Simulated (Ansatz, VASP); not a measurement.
**Two plane-wave programs on As**

```
As
1.0
     4.58694    0.00000    0.00000
    -2.29347    3.97241    0.00000
     0.00000    0.00000    5.74556
As
4
Direct
  0.66667 0.33333 0.03700
  0.33333 0.66667 0.53700
  0.66667 0.33333 0.46300
  0.33333 0.66667 0.96300
```

Alike in both runs: functional r2SCAN; k mesh 12 × 12 × 8; occupations gaussian, width 0.1 eV; no spin polarisation.

Ansatz relaxed the structure, and its values are those at the end. VASP's run is a single point on that final structure, the one shown.

|  | VASP | Ansatz |
| --- | --- | --- |
| version | VASP 6.6.1 | Ansatz 0.2.0 |
| potentials or method | VASP PAW PBE potentials, release 64 (As), cutoff 520 eV | scalar-relativistic, plane waves, PAW |
| valence electrons in the cell | 20 | 60 |

|  | VASP | Ansatz | Ansatz less VASP |
| --- | --- | --- | --- |
| gap on the k mesh at the Fermi level (eV) | none | none | - |
| pressure (GPa) | 0.0 | 0.0 | -0.03 |
| rms of the force components (eV/Å) | 0.016 | 0.005 | -0.0108 |

VASP's potentials were made for PBE, not for r2SCAN. A gap of «none» marks a metal or a gap that the smearing closes. With one functional, cell and mesh, what is left measures potentials, basis and numerics. VASP's potentials hold 20 valence electrons a cell and Ansatz's 60, so a difference there can come from the potentials and not from the codes.
